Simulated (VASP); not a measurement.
A run of VASP 6.6.1 is set up as follows.

The input INCAR:

```
PREC     = Accurate       # precision mode
ENCUT    = 600            # plane-wave cutoff, eV
EDIFF    = 1E-7           # SCF threshold, eV
ISMEAR   = 0              # smearing method
SIGMA    = 0.2            # smearing width, eV
LREAL    = F              # projectors in reciprocal space
LASPH    = T              # aspherical terms in the spheres
NELM     = 120            # most SCF steps
ALGO     = Normal         # electronic algorithm
ISIF     = 3              # what is computed and relaxed
LWAVE    = F              # write WAVECAR
LCHARG   = F              # write CHGCAR
GGA      = PE             # functional
IBRION   = 2              # ionic algorithm
NSW      = 36             # ionic steps
EDIFFG   = -0.08          # ionic threshold
GGA_COMPAT= F            
NELMIN   = 4
```

Contents of KPOINTS:

```
regular mesh
0
Gamma
  5 5 3
```

Contents of POSCAR:

```
Sr2AlO
1.0
    3.7084862400      0.0000000000      0.0000000000
    0.0000000000      3.7084862400      0.0000000000
    0.0000000000      0.0000000000      6.3068314500
Sr Al O
2 1 1
Direct
    0.5000000000      0.5000000000      0.2326942400
    0.5000000000      0.5000000000      0.7673057600
    0.0000000000      0.0000000000      0.5000000000
    0.5000000000      0.5000000000      0.5000000000
```

Potentials or basis: VASP PAW PBE potentials, release 64 (Sr_sv, Al, O).

Command:

```bash
$ cat potpaw_PBE.64/Sr_sv/POTCAR potpaw_PBE.64/Al/POTCAR potpaw_PBE.64/O/POTCAR > POTCAR
$ mpirun -np 1 vasp_std > vasp.out
```

Q: Estimate the relaxed cell.

A: a = 3.626 Å, b = 3.626 Å, c = 8.609 Å, α = 90.00°, β = 90.00°, γ = 90.00°.

Q: Predict the band gap on the k mesh.

A: Zero (an odd number of electrons rules out a gap without spin polarisation).

Q: What does it give for the relaxed volume?

A: 28.29 Å³/atom.

Stress tensor (GPa, compression positive):
```
 0.07  0.00  0.00
 0.00  0.07  0.00
 0.00  0.00 -0.07
```

Caveat: the volume moved by over 15 % at a fixed basis, so the end points are rough; an odd number of electrons without spin polarisation forces a metal; a magnetic or distorted state may lie lower.
